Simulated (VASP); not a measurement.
Runs of VASP 6.6.1 on TiAl. The structure is that of space group P-6m2 (No. 187), or close to it. The cells are those of the table. 

| cell | gap on the mesh (eV) | pressure (GPa) |
| --- | --- | --- |
| a = 2.867, b = 2.867, c = 4.678 Å, angles 90.0, 90.0, 120.0°, 2 atoms | none | -2.8 |
| a = 2.829, b = 2.829, c = 4.615 Å, angles 90.0, 90.0, 120.0°, 2 atoms | none | (a) |
| a = 2.923, b = 2.923, c = 4.770 Å, angles 90.0, 90.0, 120.0°, 2 atoms | none | (b) |
| a = 2.848, b = 2.848, c = 4.647 Å, angles 90.0, 90.0, 120.0°, 2 atoms | none | -0.7 |
| a = 2.905, b = 2.905, c = 4.740 Å, angles 90.0, 90.0, 120.0°, 2 atoms | none | -6.4 |
| a = 2.886, b = 2.886, c = 4.709 Å, angles 90.0, 90.0, 120.0°, 2 atoms | none | -4.7 |
| a = 2.809, b = 2.809, c = 4.583 Å, angles 90.0, 90.0, 120.0°, 2 atoms | none | 4.2 |

Alike in all rows: task single point; level PBEsol; potentials or basis VASP PAW PBE potentials, release 64 (Ti_sv, Al); no spin polarisation; k mesh 9 × 9 × 5; cutoff (eV) 520; smearing fermi-dirac 0.1 eV.

**Question.** Fill in the values left out.

**Answer.** (a) 1.7; (b) -8.0.

Caveats: the PAW data sets were made with another functional, which shifts forces and pressure a little.

A gap of «none» marks levels without a gap at the run's occupations.
